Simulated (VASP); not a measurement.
Write the native input for VASP 6.6.1 that does the following.

| Property | Result |
| --- | --- |
| Task | single point |
| Functional | PBE |
| Potentials or basis | VASP PAW PBE potentials, release 64 (Ta_pv, N, H) |
| Cutoff | 520 eV |
| k mesh | 9 × 9 × 1 |
| Occupations | gaussian, width 0.1 eV |
| Spin | collinear spin |
| Starting moments | [0.0, 0.0, 0.0, 0.0, 0.0, 0.0, 1.0] μB |
| Dipole correction | yes |
| Further INCAR settings | ALGO = Normal; EDIFF = 1e-07; NBANDS = 38 |

The structure of Ta3HN3 lies in POSCAR:

```
Ta3HN3
1.0
    3.1228193035      0.0000000000      0.0000000000
    0.0000000000      3.1228193035      0.0000000000
    0.0000000000      0.0000000000     21.5908392430
Ta N H
3 3 1
Direct
    0.0000000000      0.0000000000      0.1852637572
    0.5000000000      0.5000000000      0.2890369107
    0.0000000000      0.0000000000      0.3832407719
    0.5000000000      0.5000000000      0.1852637572
    0.0000000000      0.0000000000      0.2843927699
    0.5000000000      0.5000000000      0.3978927890
    0.6250000000      0.6250000000      0.4502298004
```

These files were run (other wordings do the same):

INCAR

```
  PREC = Accurate
  ENCUT = 520
  EDIFF = 1E-7
  ISMEAR = 0
  SIGMA = 0.1
  LREAL = False
  LASPH = True
  NELM = 150
  ALGO = Normal
  ISIF = 2
  LWAVE = False
  LCHARG = False
  ISPIN = 2
  MAGMOM = 0 0 0 0 0 0 1
  LORBIT = 11
  LMAXMIX = 4
  LDIPOL = True
  IDIPOL = 3
  DIPOL = 0.5 0.5 0.311
  GGA = PE
  NBANDS = 38
```

KPOINTS

```
regular mesh
0
Gamma
  9 9 1
```

Potentials or basis: VASP PAW PBE potentials, release 64 (Ta_pv, N, H).

Run with:

```sh
$ cat potpaw_PBE.64/Ta_pv/POTCAR potpaw_PBE.64/N/POTCAR potpaw_PBE.64/H/POTCAR > POTCAR
$ mpirun -np 1 vasp_std > vasp.out
```

Results of the run:

The largest force is 1.865 eV/Å. The net moment is 0.00 μB per cell and the valence electrons inside the program's atomic spheres are Ta 8.79, 8.95, 8.90; N 3.69, 3.76, 3.70; H 0.51.

It took 6.3 min on 1 thread of Intel(R) Xeon(R) 6975P-C (Granite Rapids), on a shared host, peak memory 0.56 GiB.
